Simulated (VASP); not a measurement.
Wanted: the native input for a VASP 6.6.1 run.

```
Task                   : relaxation of cell and atoms
Functional             : PBEsol
Potentials or basis    : VASP PAW PBE potentials, release 64 (Mg, O)
Cutoff                 : 600 eV
k mesh                 : 8 × 8 × 5
Occupations            : gaussian, width 0.01 eV
Spin                   : no spin polarisation
Target pressure        : 30 GPa
Dipole correction      : no
Further INCAR settings : ALGO = Normal; EDIFF = 1e-06; IBRION = 2; EDIFFG = -0.01; NSW = 80; ISIF = 3
```

The structure of MgO lies in POSCAR:

```
MgO
1.0
    3.3077869900      0.0000000000      0.0000000000
   -1.6538934900      2.8646275600      0.0000000000
    0.0000000000      0.0000000000      4.9828816700
Mg O
2 2
Direct
    0.3333333286      0.6666666713      0.0021597402
    0.6666666684      0.3333333287      0.5021597392
    0.3333333286      0.6666666713      0.4024402590
    0.6666666684      0.3333333287      0.9024402600
```

These files were run (other wordings do the same):

INCAR

```
SYSTEM = MgO
ALGO     = Normal         ! electronic algorithm
EDIFF    = 1E-6           ! SCF threshold, eV
EDIFFG   = -0.01          ! ionic threshold
ENCUT    = 600            ! plane-wave cutoff, eV
GGA      = PS             ! functional
IBRION   = 2              ! ionic algorithm
ISIF     = 3              ! what is computed and relaxed
ISMEAR   = 0              ! smearing method
LASPH    = .True.         ! aspherical terms in the spheres
LCHARG   = .False.        ! write CHGCAR
LREAL    = .False.        ! projectors in reciprocal space
LWAVE    = .False.        ! write WAVECAR
NELM     = 60             ! most SCF steps
NSW      = 80             ! ionic steps
PREC     = Accurate       ! precision mode
PSTRESS  = 300.0        
SIGMA    = 0.01           ! smearing width, eV
```

KPOINTS

```
k-points
0
Gamma
  8 8 5
  0 0 0
```

Potentials or basis: VASP PAW PBE potentials, release 64 (Mg, O).

The run is started by

```sh
$ cat potpaw_PBE.64/Mg/POTCAR potpaw_PBE.64/O/POTCAR > POTCAR
$ mpirun -np 1 vasp_std > vasp.out
```

It gave:

```json
{"Relaxed volume": "9.40 Å³/atom", "Relaxed cell": "a = 3.300 Å, b = 3.300 Å, c = 3.986 Å, α = 90.00°, β = 90.00°, γ = 120.00°", "Space group after relaxing (to 0.1 Å)": "P6_3/mmc (No. 194)", "Energy change on relaxing (the run minimises the enthalpy)": "+80.7 meV/atom", "Ionic steps": "31", "Pressure after relaxing": "30.0 GPa", "Band gap on the k mesh": "4.13 eV"}
```

Caveat: the cell is relaxed towards a set pressure, so the run minimises the enthalpy, not the energy; the volume moved by over 15 % at a fixed basis, so the end points are rough; the PAW data sets were made with another functional, which shifts forces and pressure a little.

It took 8.7 min on 1 thread of Intel Xeon 8259CL, with other jobs on the host, peak memory 0.2 GiB.
